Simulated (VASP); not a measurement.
Al2Cu, 3 atoms in the cell. The structure is orthorhombic, space group Fmm2 (No. 42). Conventional cell: a = 5.726 Å, b = 5.803 Å, c = 5.803 Å, α = 90.00°, β = 90.00°, γ = 90.00°. Al (site symmetry 2) has 4 Cu at 2.43 to 2.58 Å and 6 Al at 2.86 to 2.90 Å within 3.2 Å. Within 3.2 Å of Cu (site symmetry mm2) lie 8 Al at 2.43 to 2.58 Å.  This cell differs from its parent crystal: atoms displaced along a vibrational mode, the cell strained.

| Property | Result |
| --- | --- |
| Program | VASP 6.6.1 |
| Task | single point |
| Functional | PBEsol |
| Potentials or basis | VASP PAW PBE potentials, release 64 (Al, Cu) |
| Cutoff | 520 eV |
| k mesh | 14 × 14 × 14 |
| Occupations | gaussian, width 0.15 eV |
| Spin | no spin polarisation |
| Dipole correction | no |
| Further INCAR settings | ALGO = Fast; EDIFF = 1e-06; NBANDS = 16 |

Potentials or basis: VASP PAW PBE potentials, release 64 (Al, Cu).

Launch:

```console
$ cat potpaw_PBE.64/Al/POTCAR potpaw_PBE.64/Cu/POTCAR > POTCAR
$ mpirun -np 1 vasp_std > vasp.out
```

Hardware: 1 thread of Intel(R) Xeon(R) 6975P-C (Granite Rapids), on a shared host.

**Question.** How long does it take, and how much memory?

**Answer.** Wall time 2.8 min on 1 thread of Intel(R) Xeon(R) 6975P-C (Granite Rapids), with other jobs on the host, peak memory 0.42 GiB. Counts: scf iterations 17, k points 428.
